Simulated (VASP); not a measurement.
# LiCaF3 (Pmmm) in VASP: a series of runs, part 2 of 2

VASP 6.6.1. Earlier steps stand in the parts before.

### Step 3. Single point, PBE (strain +0.1125 x Voigt [1, -1, 0, 0, 0, 0])

INCAR

```
PREC = Accurate
ENCUT = 520
EDIFF = 1E-6
ISMEAR = 0
SIGMA = 0.05
LREAL = False
LASPH = True
NELM = 100
ALGO = Normal
ISIF = 2
LWAVE = False
LCHARG = False
GGA = PE
NBANDS = 25
```

KPOINTS

```
regular mesh
0
Gamma
  6 6 6
```

POSCAR

```
LiCaF3
1.0
    4.1843839500      0.0000000000      0.0000000000
    0.0000000000      3.3381040500      0.0000000000
    0.0000000000      0.0000000000      3.7612440000
Li Ca F
1 1 3
Direct
    0.5000000000      0.5000000000      0.5000000000
    0.0000000000      0.0000000000      0.0000000000
    0.0000000000      0.5000000000      0.5000000000
    0.5000000000      0.5000000000      0.0000000000
    0.5000000000      0.0000000000      0.5000000000
```

Potentials or basis: VASP PAW PBE potentials, release 64 (Li_sv, Ca_sv, F).

On the command line:

```
cat potpaw_PBE.64/Li_sv/POTCAR potpaw_PBE.64/Ca_sv/POTCAR potpaw_PBE.64/F/POTCAR > POTCAR
mpirun -np 1 vasp_std > vasp.out
```

OUTCAR:

```text
PREC = Accurate
   ENCUT = 520
   EDIFF = 1E-6
   ISMEAR = 0
   LREAL = False
   LASPH = True
   NELM = 100
   ISIF = 2
   GGA = PE

 ion  position               nearest neighbor table
   1  0.500  0.500  0.500-   5 1.67   5 1.67   4 1.88   4 1.88   3 2.09   3 2.09
   2  0.000  0.000  0.000-   3 2.51   3 2.51   3 2.51   3 2.51
   3  0.000  0.500  0.500-   1 2.09   1 2.09   2 2.51   2 2.51   2 2.51   2 2.51
   4  0.500  0.500  0.000-   1 1.88   1 1.88
   5  0.500  0.000  0.500-   1 1.67   1 1.67

  LATTYP: Found a simple orthorhombic cell.
[... 877 lines left out ...]
  -------------------------------------------------------------------------------------
  Total       -3.4208039      7.0436352      0.8231233      0.0000000      0.0000000      0.0000000
  in kB     -104.3219883    214.8050730     25.1022440      0.0000000      0.0000000      0.0000000
  external PRESSURE =      45.1951096 kB  Pullay stress =       0.0000000 kB

 VOLUME and BASIS-vectors are now :
 -----------------------------------------------------------------------------
  energy-cutoff  :      520.00
  volume of cell :       52.54
      direct lattice vectors                 reciprocal lattice vectors
     4.184383950  0.000000000  0.000000000     0.238983805  0.000000000  0.000000000
     0.000000000  3.338104050  0.000000000     0.000000000  0.299571249  0.000000000
     0.000000000  0.000000000  3.761244000     0.000000000  0.000000000  0.265869484

 POSITION                                       TOTAL-FORCE (eV/Angst)
 -----------------------------------------------------------------------------------
      2.09219      1.66905      1.88062         0.000000      0.000000      0.000000
      0.00000      0.00000      0.00000         0.000000      0.000000      0.000000
      0.00000      1.66905      1.88062         0.000000      0.000000      0.000000
      2.09219      1.66905      0.00000         0.000000      0.000000      0.000000
      2.09219      0.00000      1.88062         0.000000      0.000000      0.000000
 -----------------------------------------------------------------------------------
    total drift:                                0.000000     -0.000000     -0.000000

  FREE ENERGIE OF THE ION-ELECTRON SYSTEM (eV)
  ---------------------------------------------------
  free  energy   TOTEN  =       -25.5177083542 eV

  energy  without entropy=      -25.5177083542  energy(sigma->0) =      -25.51770835
```

Wall time 62 s (1 thread of Intel Xeon Platinum 8259CL at 2.50GHz (Skylake/Cascade Lake), shared host); peak memory 0.22 GiB.

Results:

```
Free energy            : -25.5177 eV
Band gap on the k mesh : 4.58 eV (least direct gap 4.83 eV)
```

Caveat: the cell differs from its parent crystal (strain +0.1125 x Voigt [1, -1, 0, 0, 0, 0]); the cutoff is under 1.25 times the usual one of these potentials, so pressure, stress and relaxed cells hold a basis-set (Pulay) error. A k mesh can miss the band edges.

### Step 4. Single point, PBE (strain -0.0750 x Voigt [1, -1, 0, 0, 0, 0])

INCAR

```
SYSTEM = LiCaF3
PREC = Accurate
ENCUT = 520
EDIFF = 1E-6
ISMEAR = 0
SIGMA = 0.05
LREAL = .FALSE.
LASPH = .TRUE.
NELM = 100
ALGO = Normal
ISIF = 2
LWAVE = .FALSE.
LCHARG = .FALSE.
GGA = PE
NBANDS = 25
```

KPOINTS

```
regular mesh
0
G
  6 6 6
  0 0 0
```

Edit POSCAR of step 3 so:

```diff
@@ -2,4 +2,4 @@
 1.0
-    4.1843839500      0.0000000000      0.0000000000
-    0.0000000000      3.3381040500      0.0000000000
+    3.4791507000      0.0000000000      0.0000000000
+    0.0000000000      4.0433373000      0.0000000000
     0.0000000000      0.0000000000      3.7612440000
```

On the command line:

```
cat potpaw_PBE.64/Li_sv/POTCAR potpaw_PBE.64/Ca_sv/POTCAR potpaw_PBE.64/F/POTCAR > POTCAR
mpirun -np 1 vasp_std > vasp.out
```

Wall time 62 s (1 thread of Intel Xeon Platinum 8259CL at 2.50GHz (Skylake/Cascade Lake), shared host); peak memory 0.21 GiB.

It converged, with:

```
Free energy            : -25.8470 eV
Band gap on the k mesh : 5.27 eV (least direct gap 5.55 eV)
```

Levels at points of the mesh, in eV from the valence-band top:
```csv
k point,band 13,band 14,band 15,band 16,band 17,band 18,band 19,band 20,band 21,band 22
"(0.00, 0.00, 0.00)",-1.63,-1.30,-0.61,-0.58,-0.28,5.27,6.14,6.54,7.30,7.54
"(0.50, 0.00, 0.00)",-1.50,-1.47,-1.40,-1.31,-1.21,7.31,7.57,7.64,8.06,8.36
"(0.00, 0.50, 0.00)",-2.12,-2.05,-1.52,-0.72,-0.35,6.12,6.88,7.67,7.99,8.22
"(0.50, 0.50, 0.00)",-1.97,-1.83,-1.48,-0.69,-0.66,7.11,7.55,8.04,8.30,8.39
"(0.00, 0.00, 0.50)",-1.66,-1.64,-1.45,-1.35,-0.69,6.41,7.40,7.67,7.96,8.45
"(0.50, 0.00, 0.50)",-2.37,-2.17,-1.70,-0.33,-0.03,7.20,7.90,7.92,7.95,8.54
"(0.00, 0.50, 0.50)",-1.65,-1.64,-1.54,-1.18,-0.98,6.81,7.30,8.24,8.41,8.43
"(0.50, 0.50, 0.50)",-1.06,-1.05,-0.60,-0.30,0.00,6.67,6.81,6.84,8.01,8.42
```

Caveat: the cell differs from its parent crystal (strain -0.0750 x Voigt [1, -1, 0, 0, 0, 0]); the cutoff is under 1.25 times the usual one of these potentials, so pressure, stress and relaxed cells hold a basis-set (Pulay) error. A k mesh can miss the band edges.

### Step 5. Single point, PBE (strain +0.0375 x Voigt [1, -1, 0, 0, 0, 0])

INCAR

```
PREC = Accurate ; ENCUT = 520
EDIFF = 1E-7 ; ISMEAR = 0
SIGMA = 0.05 ; LREAL = F
LASPH = T ; NELM = 80
ALGO = Normal ; ISIF = 2
LWAVE = F ; LCHARG = F
GGA = PE ; NBANDS = 25
```

KPOINTS

```
Automatic mesh
0
Gamma
  6 6 6
```

Edit POSCAR of step 4 so:

```diff
@@ -2,4 +2,4 @@
 1.0
-    3.4791507000      0.0000000000      0.0000000000
-    0.0000000000      4.0433373000      0.0000000000
+    3.9022906500      0.0000000000      0.0000000000
+    0.0000000000      3.6201973500      0.0000000000
     0.0000000000      0.0000000000      3.7612440000
```

On the command line:

```
cat potpaw_PBE.64/Li_sv/POTCAR potpaw_PBE.64/Ca_sv/POTCAR potpaw_PBE.64/F/POTCAR > POTCAR
mpirun -np 1 vasp_std > vasp.out
```

It took 77 s on 1 thread of Intel Xeon Platinum 8259CL at 2.50GHz (Skylake/Cascade Lake), shared host; peak memory 0.21 GiB.

It converged, with:

```yaml
Free_energy: -26.0299 eV
Band_gap_on_the_k_mesh: 5.91 eV (least direct gap 6.17 eV)
```

Levels at points of the mesh, in eV from the valence-band top:
```
           k point  band 13  band 14  band 15  band 16  band 17  band 18  band 19  band 20  band 21  band 22
(0.00, 0.00, 0.00)    -1.20    -1.04    -0.37    -0.37    -0.26     5.91     6.37     6.66     7.71     7.80
(0.50, 0.00, 0.00)    -1.64    -1.61    -1.43    -0.57    -0.39     6.87     7.24     7.95     8.42     8.54
(0.00, 0.50, 0.00)    -1.33    -1.29    -1.23    -0.97    -0.81     7.44     7.65     7.91     8.47     8.61
(0.50, 0.50, 0.00)    -1.69    -1.62    -1.44    -0.42    -0.35     7.56     7.79     8.42     8.56     8.76
(0.00, 0.00, 0.50)    -1.53    -1.44    -1.33    -0.88    -0.53     7.03     7.53     7.94     8.40     8.64
(0.50, 0.00, 0.50)    -1.56    -1.50    -1.45    -0.63    -0.57     7.47     7.61     8.53     8.62     8.75
(0.00, 0.50, 0.50)    -1.88    -1.82    -1.56    -0.24    -0.04     7.57     8.01     8.36     8.41     8.82
(0.50, 0.50, 0.50)    -0.59    -0.54    -0.29    -0.21     0.00     7.13     7.16     7.17     8.45     8.66
```

Caveat: the cell differs from its parent crystal (strain +0.0375 x Voigt [1, -1, 0, 0, 0, 0]); the cutoff is under 1.25 times the usual one of these potentials, so pressure, stress and relaxed cells hold a basis-set (Pulay) error. A k mesh can miss the band edges.

### Step 6. Summary

```csv
cell,gap on the mesh (eV)
"a = 4.255, b = 3.268, c = 3.761 Å, 5 atoms",4.22
"a = 4.184, b = 3.338, c = 3.761 Å, 5 atoms",4.58
"a = 3.479, b = 4.043, c = 3.761 Å, 5 atoms",5.27
"a = 3.902, b = 3.620, c = 3.761 Å, 5 atoms",5.91
```

Alike in all rows: task single point; level PBE; potentials or basis VASP PAW PBE potentials, release 64 (Li_sv, Ca_sv, F); no spin polarisation; k mesh 6 × 6 × 6; cutoff (eV) 520; smearing gaussian 0.05 eV.

Caveats: the cutoff is under 1.25 times the usual one of these potentials, so pressure, stress and relaxed cells hold a basis-set (Pulay) error.

Total energies depend on the potentials used, so only differences within one code and one set of settings carry meaning.
